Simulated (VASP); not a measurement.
Input of a VASP 6.6.1 run:

INCAR

```
ALGO     = Normal         # electronic algorithm
EDIFF    = 1E-6           # SCF threshold, eV
ENCUT    = 520            # plane-wave cutoff, eV
GGA      = PS             # functional
GGA_COMPAT= F            
ISIF     = 2              # what is computed and relaxed
ISMEAR   = -1             # smearing method
LASPH    = T              # aspherical terms in the spheres
LCHARG   = F              # write CHGCAR
LMAXMIX  = 4              # l up to which the mixer works
LORBIT   = 11             # projections on sites
LORBMOM  = T            
LREAL    = F              # projectors in reciprocal space
LSORBIT  = T              # spin-orbit coupling
LWAVE    = F              # write WAVECAR
MAGMOM   = 0 0 0 0 0 0    # initial moments
NBANDS   = 32             # bands
NELM     = 150            # most SCF steps
PREC     = Accurate       # precision mode
SIGMA    = 0.05           # smearing width, eV
```

Contents of KPOINTS:

```
k-points
0
Gamma
  8 8 4
```

POSCAR

```
Pt
1.0
    2.7606656158      0.0000000000      0.0000000000
   -1.3803328079      2.3908065546      0.0000000000
    0.0000000000      0.0000000000      4.7921340000
Pt
2
Direct
    0.3333333333      0.6666666667      0.2500000000
    0.6666666667      0.3333333333      0.7500000000
```

Potentials or basis: VASP PAW PBE potentials, release 64 (Pt).

Launch:

```bash
$ cat potpaw_PBE.64/Pt/POTCAR > POTCAR
$ mpirun -np 1 vasp_ncl > vasp.out
```

(1) Estimate the net moment.

(2) What does it give for the pressure?

Results:

(1) 0.00 μB per cell.

(2) -10.2 GPa.

Caveat: the cell stands under tension; the PAW data sets were made with another functional, which shifts forces and pressure a little.
